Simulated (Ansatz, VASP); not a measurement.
One calculation of CaO, two programs

```
Ca O
1.0
     4.10026    0.00000    0.00000
    -2.05013    3.55093    0.00000
     0.00000    0.00000    4.91356
Ca O
2 2
Direct
  0.33333 0.66667 0.93750
  0.66667 0.33333 0.43750
  0.33333 0.66667 0.43750
  0.66667 0.33333 0.93750
```

Change from the starting cell: hydrostatic strain +3.0%.

Alike in both runs: task single point; functional r2SCAN; k mesh 12 × 12 × 6; no spin polarisation.

```csv
,VASP,Ansatz
version,VASP 6.6.1,Ansatz 0.2.0
potentials or method,"VASP PAW PBE potentials, release 64 (Ca_sv, O)","plane waves, PAW"
plane-wave cutoff (eV),520,500
occupations,"gaussian, width 0.01 eV",fixed
valence electrons in the cell,32,32
```

```tsv
	VASP	Ansatz	Ansatz less VASP
gap on the k mesh at the Fermi level (eV)	3.30	3.32	+0.017
pressure (GPa)	-6.3	-6.9	-0.67
traceless stress, the component that is largest in VASP (GPa)	-0.61	-0.55	+0.056
```

VASP's potentials were made for PBE, not for r2SCAN.
